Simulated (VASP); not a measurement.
# Ni (Fm-3m) in VASP: a series of runs

Runs on Ni. Level: PBEsol. Tasks: single point, relaxation of cell and atoms.

Everything below comes from runs of VASP 6.6.1. Logs are shortened: lines on timing, memory, paths and dates and some standing lists are left out, and cuts for length are marked.

### 1 The cell of the first run

The structure is cubic, space group Fm-3m (No. 225). Conventional cell: a = 3.462 Å, b = 3.462 Å, c = 3.462 Å, α = 90.00°, β = 90.00°, γ = 90.00°. Ni (site symmetry m-3m) has 12 Ni at 2.45 Å within 3.2 Å.

### 2 Single point, PBEsol, collinear spin, ferromagnetic start

INCAR

```
ALGO = Normal ; EDIFF = 1E-7
ENCUT = 520 ; GGA = PS
ISIF = 2 ; ISMEAR = 1
ISPIN = 2 ; LASPH = True
LCHARG = False ; LMAXMIX = 4
LORBIT = 11 ; LREAL = False
LWAVE = False ; MAGMOM = 0.65
NBANDS = 15 ; NELM = 150
PREC = Accurate ; SIGMA = 0.1
```

KPOINTS

```
k-points
0
Gamma
  18 18 18
```

POSCAR

```
Ni
1.0
    0.0000000000      1.7310081953      1.7310081953
    1.7310081953      0.0000000000      1.7310081953
    1.7310081953      1.7310081953      0.0000000000
Ni
1
Direct
    0.0000000000      0.0000000000      0.0000000000
```

Potentials or basis: VASP PAW PBE potentials, release 64 (Ni).

Started as:

```sh
$ cat potpaw_PBE.64/Ni/POTCAR > POTCAR
$ mpirun -np 1 vasp_std > vasp.out
```

OUTCAR:

```text
EDIFF = 1E-7
   ENCUT = 520
   GGA = PS
   ISIF = 2
   ISMEAR = 1
   ISPIN = 2
   LASPH = True
   LORBIT = 11
   LREAL = False
   NELM = 150
   PREC = Accurate

 ion  position               nearest neighbor table
   1  0.000  0.000  0.000-

  LATTYP: Found a face centered cubic cell.
 ALAT       =     3.4620163906

  Lattice vectors:

 A1 = (   0.0000000000,   1.7310081953,   1.7310081953)
 A2 = (   1.7310081953,   0.0000000000,   1.7310081953)
 A3 = (   1.7310081953,   1.7310081953,   0.0000000000)

Analysis of symmetry for initial positions (statically):
=====================================================================
 Subroutine PRICEL returns:
 Original cell was already a primitive cell.

 Routine SETGRP: Setting up the symmetry group for a
 face centered cubic supercell.

 Subroutine GETGRP returns: Found 48 space group operations
 (whereof 48 operations were pure point group operations)
 out of a pool of 48 trial point group operations.

The static configuration has the point symmetry O_h .

Analysis of symmetry for dynamics (positions and initial velocities):
=====================================================================
 Subroutine PRICEL returns:
 Original cell was already a primitive cell.

 Routine SETGRP: Setting up the symmetry group for a
 face centered cubic supercell.

 Subroutine GETGRP returns: Found 48 space group operations
 (whereof 48 operations were pure point group operations)
 out of a pool of 48 trial point group operations.

The dynamic configuration has the point symmetry O_h .

Analysis of structural, dynamic, and magnetic symmetry:
=====================================================================
 Subroutine PRICEL returns:
 Original cell was already a primitive cell.

 Routine SETGRP: Setting up the symmetry group for a
 face centered cubic supercell.

 Subroutine GETGRP returns: Found 48 space group operations
 (whereof 48 operations were pure point group operations)
 out of a pool of 48 trial point group operations.

The overall configuration has the point symmetry O_h .

 Subroutine INISYM returns: Found 48 space group operations
 (whereof 48 operations are pure point group operations),
 and found     1 'primitive' translations

----------------------------------------------------------------------------------------

                                     Primitive cell

  volume of cell :      10.3735

  direct lattice vectors                    reciprocal lattice vectors
     0.000000000  1.731008195  1.731008195    -0.288849008  0.288849008  0.288849008
     1.731008195  0.000000000  1.731008195     0.288849008 -0.288849008  0.288849008
     1.731008195  1.731008195  0.000000000     0.288849008  0.288849008 -0.288849008

  length of vectors
     2.448015266  2.448015266  2.448015266     0.500301158  0.500301158  0.500301158

  position of ions in fractional coordinates (direct lattice)
     0.000000000  0.000000000  0.000000000

  ion indices of the primitive-cell ions
   primitive index   ion index
                 1           1

----------------------------------------------------------------------------------------

 KPOINTS: k-points

Automatic generation of k-mesh.
 Grid dimensions read from file:
 generate k-points for:   18   18   18

 Generating k-lattice:

  Cartesian coordinates                     Fractional coordinates (reciprocal lattice)
    -0.016047167  0.016047167  0.016047167     0.055555556  0.000000000  0.000000000
     0.016047167 -0.016047167  0.016047167     0.000000000  0.055555556  0.000000000
     0.016047167  0.016047167 -0.016047167     0.000000000  0.000000000  0.055555556

  Length of vectors
     0.027794509  0.027794509  0.027794509

  Shift w.r.t. Gamma in fractional coordinates (k-lattice)
     0.000000000  0.000000000  0.000000000

 Subroutine IBZKPT returns following result:
 ===========================================

 Found    195 irreducible k-points:

 Following reciprocal coordinates:
            Coordinates               Weight
  0.000000  0.000000  0.000000      1.000000
  0.055556  0.000000  0.000000      8.000000
  0.111111  0.000000  0.000000      8.000000
  0.166667  0.000000  0.000000      8.000000
  0.222222  0.000000  0.000000      8.000000
  0.277778  0.000000  0.000000      8.000000
[... 16 lines left out ...]
 -0.277778  0.055556  0.000000     24.000000
 -0.222222  0.055556  0.000000     24.000000
 [... further k-points ...]
   k-points           NKPTS =    195   k-points in BZ     NKDIM =    195   number of bands    NBANDS=     15
   number of dos      NEDOS =    301   number of ions     NIONS =      1
   total plane-waves  NPLWV =   5832
   dimension x,y,z NGX =    18 NGY =   18 NGZ =   18
   dimension x,y,z NGXF=    36 NGYF=   36 NGZF=   36
   ions per type =               1
   NGX,Y,Z   is equivalent  to a cutoff of  12.22, 12.22, 12.22 a.u.
   NGXF,Y,Z  is equivalent  to a cutoff of  24.45, 24.45, 24.45 a.u.
 SYSTEM =  unknown system
   PREC   = accura    normal or accurate (medium, high low for compatibility)
   ISTART =      0    job   : 0-new  1-cont  2-samecut
   ICHARG =      2    charge: 1-file 2-atom 10-const
   ISPIN  =      2    spin polarized calculation?
   LNONCOLLINEAR =      F non collinear calculations
   LSORBIT =      F    spin-orbit coupling
   LASPH  =      T    aspherical Exc in radial PAW
   ENCUT  =  520.0 eV  38.22 Ry    6.18 a.u.   4.55  4.55  4.55*2*pi/ulx,y,z
   NELM   =    150;   NELMIN=  2; NELMDL= -5     # of ELM steps
   EDIFF  = 0.1E-06   stopping-criterion for ELM
   LREAL  =      F    real-space projection
   EDIFFG = 0.1E-05   stopping-criterion for IOM
   NSW    =      0    number of steps for IOM
   IBRION =     -1    ionic relax: 0-MD 1-quasi-New 2-CG
   NFREE  =      0    steps in history (QN), initial steepest desc. (CG)
   ISIF   =      2    stress and relaxation
   ISYM   =      2    0-nonsym 1-usesym 2-fastsym
   POTIM  = 0.5000    time-step for ionic-motion
   TEBEG  =    0.0;   TEEND  =   0.0 temperature during run
   PSTRESS=    0.0 pullay stress
   NELECT =      10.0000    total number of electrons
   NUPDOWN=      -1.0000    fix difference up-down
   EMIN   =  10.00;   EMAX   =-10.00  energy-range for DOS
   EFERMI =   0.00;   METHOD = LEGACY
   ISMEAR =     1;   SIGMA  =   0.10  broadening in eV -4-tet -1-fermi 0-gaus
   EFERMI_NEDOS =   21; number of points for ismear=-14 and -15
   IALGO  =     38    algorithm
   IMIX   =      4    mixing-type and parameters
     AMIX     =   0.40;   BMIX     =  1.00
     AMIX_MAG =   1.60;   BMIX_MAG =  1.00
  volume/ion in A,a.u.               =      10.37        70.00
  Fermi-wavevector in a.u.,A,eV,Ry     =   1.617207  3.056079 35.584128  2.615360
  Thomas-Fermi vector in A             =   2.711669
   LORBIT       =     11    0 simple, 1 ext, 2 COOP (PROOUT), +10 PAW based schemes
   GGA     = PS    functional components
   LHFCALC =     F    Hartree Fock is set to
   AEXX    =    0.0000 exact exchange contribution
   IVDW    =     0    specifies the selected vdW correction
   LEPSILON=     F    determine dielectric tensor
   LRPA    =     F    only Hartree local field effects (RPA)
 spin polarized calculation
 Methfessel and Paxton  Order N= 1 SIGMA  =   0.10
  energy-cutoff  :      520.00
  volume of cell :       10.37
 maximum number of plane-waves:       292
   NGX =  9   NGY =  9   NGZ =  9

 number of electron      10.0000000 magnetization       0.6500000

 number of electron       9.9999993 magnetization       0.6113644

 Free energy of the ion-electron system (eV)
  ---------------------------------------------------
  ext. energy  EPLUGINS =         0.00000000
  ---------------------------------------------------
  free energy    TOTEN  =        -6.13708633 eV

  energy without entropy =       -6.13735827  energy(sigma->0) =       -6.13717698

 E-fermi :   9.8788     XC(G=0): -13.7206

 val. band max:        9.8742367334   @ k =   0.3889   0.3889   0.0000
 cond. band min:       9.8896583620   @ k =  -0.4444   0.5000   0.0556
 fundamental gap:      0.0154216286
 Fermi energy:         9.8788210519

 spin component 1

 k-point     1 :       0.0000    0.0000    0.0000
  band No.  band energies     occupation
      1       0.4802      1.00000
      2       7.3292      1.00000
      3       7.3292      1.00000
      4       7.3292      1.00000
      5       8.5885      1.00000
      6       8.5885      1.00000
      7      33.9766      0.00000
      8      38.1945      0.00000
      9      38.1945      0.00000
     10      38.1945      0.00000
     11      41.2767      0.00000
     12      41.2767      0.00000
     13      41.2767      0.00000
     14      44.1860      0.00000
     15      50.9996      0.00000
[... 397 lines left out ...]
 k-point    24 :      -0.2222    0.0556    0.0000
  band No.  band energies     occupation
      1       2.7352      1.00000
      2       6.9213      1.00000
      3       7.5713      1.00000
      4       7.6218      1.00000
      5       8.4805      1.00000
      6       8.8192      1.00000
      7      25.3089      0.00000
      8      32.4634      0.00000
      9      35.9563      0.00000
     10      38.1688      0.00000
     11      40.5656      0.00000
     12      40.8360      0.00000
     13      45.3411      0.00000
     14      46.5264      0.00000
     15      49.5932      0.00000

 [... further k-points ...]

 spin component 2

 k-point     1 :       0.0000    0.0000    0.0000
  band No.  band energies     occupation
      1       0.4716      1.00000
      2       8.0406      1.00000
      3       8.0406      1.00000
      4       8.0406      1.00000
      5       9.1775      1.00000
      6       9.1775      1.00000
      7      33.8730      0.00000
      8      38.1907      0.00000
      9      38.1907      0.00000
     10      38.1907      0.00000
     11      41.4004      0.00000
     12      41.4004      0.00000
     13      41.4004      0.00000
     14      44.1013      0.00000
     15      51.2028      0.00000
[... 397 lines left out ...]
 k-point    24 :      -0.2222    0.0556    0.0000
  band No.  band energies     occupation
      1       2.7510      1.00000
      2       7.5473      1.00000
      3       8.2328      1.00000
      4       8.2965      1.00000
      5       9.1106      1.00000
      6       9.4642      1.00000
      7      25.4607      0.00000
      8      32.4967      0.00000
      9      35.9555      0.00000
     10      38.2597      0.00000
     11      40.6251      0.00000
     12      40.8383      0.00000
     13      45.3596      0.00000
     14      46.6494      0.00000
     15      49.7735      0.00000

 [... further k-points ...]

------------------------ aborting loop because EDIFF is reached ----------------------------------------

  FORCE on cell =-STRESS in cart. coord.  units (eV):
  Direction    XX          YY          ZZ          XY          YZ          ZX
  --------------------------------------------------------------------------------------
  -------------------------------------------------------------------------------------
  Total       -0.0028397     -0.0028397     -0.0028397     -0.0000000     -0.0000000      0.0000000
  in kB       -0.4385921     -0.4385921     -0.4385921     -0.0000000     -0.0000000      0.0000000
  external PRESSURE =      -0.4385921 kB  Pullay stress =       0.0000000 kB

 VOLUME and BASIS-vectors are now :
 -----------------------------------------------------------------------------
  energy-cutoff  :      520.00
  volume of cell :       10.37
      direct lattice vectors                 reciprocal lattice vectors
     0.000000000  1.731008195  1.731008195    -0.288849008  0.288849008  0.288849008
     1.731008195  0.000000000  1.731008195     0.288849008 -0.288849008  0.288849008
     1.731008195  1.731008195  0.000000000     0.288849008  0.288849008 -0.288849008

 POSITION                                       TOTAL-FORCE (eV/Angst)
 -----------------------------------------------------------------------------------
      0.00000      0.00000      0.00000         0.000000      0.000000      0.000000
 -----------------------------------------------------------------------------------
    total drift:                                0.000000     -0.000000      0.000000

  FREE ENERGIE OF THE ION-ELECTRON SYSTEM (eV)
  ---------------------------------------------------
  free  energy   TOTEN  =        -6.1370863341 eV

  energy  without entropy=       -6.1373582698  energy(sigma->0) =       -6.13717698

 total charge

# of ion       s       p       d       tot
------------------------------------------
    1        0.521   0.547   8.334   9.403

 magnetization (x)

# of ion       s       p       d       tot
------------------------------------------
    1       -0.006  -0.024   0.647   0.617
```

Run time: 47 s. Hardware: 1 thread of Intel Xeon Platinum 8559C (Emerald Rapids), shared host; peak memory 0.16 GiB.

What came out:

| Item | Value |
| --- | --- |
| Free energy | -6.1371 eV |
| Pressure | 0.0 GPa |
| Net moment | 0.61 μB per cell |
| Site moments | Ni +0.62 μB |
| Valence electrons inside the program's atomic spheres | Ni 9.40 |

Caveat: the PAW data sets were made with another functional, which shifts forces and pressure a little.

### 3 Relaxation of cell and atoms, PBEsol, collinear spin, ferromagnetic start

This run uses another cell than the first one, of 10.90 Å³/atom, 1.051 times its volume.

INCAR

```
ALGO = Normal
EDIFF = 1E-6
EDIFFG = -0.005
ENCUT = 600
GGA = PS
IBRION = 2
ISIF = 3
ISMEAR = 1
ISPIN = 2
LASPH = True
LCHARG = False
LMAXMIX = 4
LORBIT = 11
LREAL = False
LWAVE = False
MAGMOM = 0.65
NELM = 150
NSW = 80
PREC = Accurate
SIGMA = 0.1
```

KPOINTS is that of step 2.

POSCAR

```
Ni
1.0
    0.0000000000      1.7600000000      1.7600000000
    1.7600000000      0.0000000000      1.7600000000
    1.7600000000      1.7600000000      0.0000000000
Ni
1
Direct
    0.0000000000      0.0000000000      0.0000000000
```

Potentials or basis: VASP PAW PBE potentials, release 64 (Ni).

Started as:

```sh
$ cat potpaw_PBE.64/Ni/POTCAR > POTCAR
$ mpirun -np 1 vasp_std > vasp.out
```

OUTCAR:

```text
EDIFF = 1E-6
   EDIFFG = -0.005
   ENCUT = 600
   GGA = PS
   IBRION = 2
   ISIF = 3
   ISMEAR = 1
   ISPIN = 2
   LASPH = True
   LORBIT = 11
   LREAL = False
   NELM = 150
   NSW = 80
   PREC = Accurate

 ion  position               nearest neighbor table
   1  0.000  0.000  0.000-

  LATTYP: Found a face centered cubic cell.
 ALAT       =     3.5200000000

  Lattice vectors:

 A1 = (   0.0000000000,   1.7600000000,   1.7600000000)
 A2 = (   1.7600000000,   0.0000000000,   1.7600000000)
 A3 = (   1.7600000000,   1.7600000000,   0.0000000000)

Analysis of symmetry for initial positions (statically):
=====================================================================
 Subroutine PRICEL returns:
 Original cell was already a primitive cell.

 Routine SETGRP: Setting up the symmetry group for a
 face centered cubic supercell.

 Subroutine GETGRP returns: Found 48 space group operations
 (whereof 48 operations were pure point group operations)
 out of a pool of 48 trial point group operations.

The static configuration has the point symmetry O_h .

Analysis of symmetry for dynamics (positions and initial velocities):
=====================================================================
 Subroutine PRICEL returns:
 Original cell was already a primitive cell.

 Routine SETGRP: Setting up the symmetry group for a
 face centered cubic supercell.

 Subroutine GETGRP returns: Found 48 space group operations
[... 198 lines left out ...]

 number of electron       9.9999999 magnetization       0.6055624

 E-fermi :  10.6854     XC(G=0): -14.0435

 val. band max:       10.6832272733   @ k =   0.3889   0.3889   0.0000
 cond. band min:      10.6994415559   @ k =  -0.4444   0.5000   0.0556
 fundamental gap:      0.0162142825
 Fermi energy:        10.6853618564

 spin component 1

 k-point     1 :       0.0000    0.0000    0.0000
  band No.  band energies     occupation
      1       0.8993      1.00000
      2       7.9893      1.00000
      3       7.9893      1.00000
      4       7.9893      1.00000
      5       9.3447      1.00000
      6       9.3447      1.00000
      7      35.2261      0.00000
      8      39.8679      0.00000
      9      39.8679      0.00000
[... 672 lines left out ...]
--------------------------------------- Ionic step        5  -------------------------------------------

 number of electron       9.9999995 magnetization       0.6112340

 Free energy of the ion-electron system (eV)
  ---------------------------------------------------
  ext. energy  EPLUGINS =         0.00000000
  ---------------------------------------------------
  free energy    TOTEN  =        -6.13724752 eV

  energy without entropy =       -6.13751962  energy(sigma->0) =       -6.13733822

 E-fermi :   9.8835     XC(G=0): -13.7226

 val. band max:        9.8789663958   @ k =   0.3889   0.3889   0.0000
 cond. band min:       9.8943833680   @ k =  -0.4444   0.5000   0.0556
 fundamental gap:      0.0154169722
 Fermi energy:         9.8835088688

 spin component 1

 k-point     1 :       0.0000    0.0000    0.0000
  band No.  band energies     occupation
      1       0.4826      1.00000
      2       7.3331      1.00000
      3       7.3331      1.00000
      4       7.3331      1.00000
      5       8.5930      1.00000
      6       8.5930      1.00000
      7      33.9844      0.00000
      8      38.2050      0.00000
      9      38.2050      0.00000
[... 596 lines left out ...]
  FREE ENERGIE OF THE ION-ELECTRON SYSTEM (eV)
  ---------------------------------------------------
  free  energy   TOTEN  =        -6.1372475234 eV

  energy  without entropy=       -6.1375196160  energy(sigma->0) =       -6.13733822

 reached required accuracy - stopping structural energy minimisation

 total charge

# of ion       s       p       d       tot
------------------------------------------
    1        0.521   0.547   8.335   9.403

 magnetization (x)

# of ion       s       p       d       tot
------------------------------------------
    1       -0.006  -0.024   0.647   0.617
```

OSZICAR:

```text
N       E                     dE             d eps       ncg     rms          rms(c)
DAV:   1     0.248591829863E+02    0.24859E+02   -0.53069E+03  7140   0.160E+03
DAV:   2    -0.687040163879E+01   -0.31730E+02   -0.30633E+02  7122   0.176E+02
[... 40 lines left out ...]
       N       E                     dE             d eps       ncg     rms          rms(c)
DAV:   1    -0.613738168491E+01   -0.13444E-03   -0.21866E-03  7295   0.815E-01    0.965E-02
DAV:   2    -0.613728731652E+01    0.94368E-04   -0.19402E-03  7339   0.684E-01    0.481E-02
DAV:   3    -0.613725083522E+01    0.36481E-04   -0.27474E-04  7261   0.272E-01    0.158E-02
DAV:   4    -0.613724800460E+01    0.28306E-05   -0.16927E-06  6432   0.117E-02    0.879E-03
DAV:   5    -0.613724752337E+01    0.48123E-06   -0.84632E-07  3532   0.739E-03
   5 F= -.61372475E+01 E0= -.61373382E+01  d E =-.888786E-06  mag=     0.6113
```

It took 78 s on 1 thread of Intel Xeon Platinum 8559C (Emerald Rapids), shared host; peak memory 0.17 GiB.

What came out:

```
Free energy                                           : -6.1372 eV
Relaxed volume                                        : 10.37 Å³/atom
Relaxed cell                                          : a = 2.448 Å, b = 2.448 Å, c = 2.448 Å, α = 60.00°, β = 60.00°, γ = 60.00°
Space group after relaxing (to 0.05 Å)                : Fm-3m (No. 225)
Energy gained by relaxing                             : 18.0 meV/atom
Ionic steps                                           : 5
Pressure after relaxing                               : 0.0 GPa
Net moment                                            : 0.61 μB per cell
Site moments                                          : Ni +0.62 μB
Valence electrons inside the program's atomic spheres : Ni 9.40
```

Step by step:
| step | energy change (eV) | largest force (eV/Å) | pressure (GPa) | volume (Å³) |
| --- | --- | --- | --- | --- |
| 1 | 0.0000 | 0.0000 | -10.25 | 10.90 |
| 2 | 0.0032 | 0.0000 | 13.63 | 9.84 |
| 3 | -0.0180 | 0.0000 | -0.13 | 10.37 |
| 4 | -0.0180 | 0.0000 | 0.10 | 10.36 |
| 5 | -0.0180 | 0.0000 | -0.05 | 10.37 |

Final structure:
```xyz
1
Lattice="0.0000 1.7308 1.7308 1.7308 0.0000 1.7308 1.7308 1.7308 0.0000" Properties=species:S:1:pos:R:3 pbc="T T T"
Ni    1.7308    0.0000    1.7308
```

Caveat: the PAW data sets were made with another functional, which shifts forces and pressure a little.
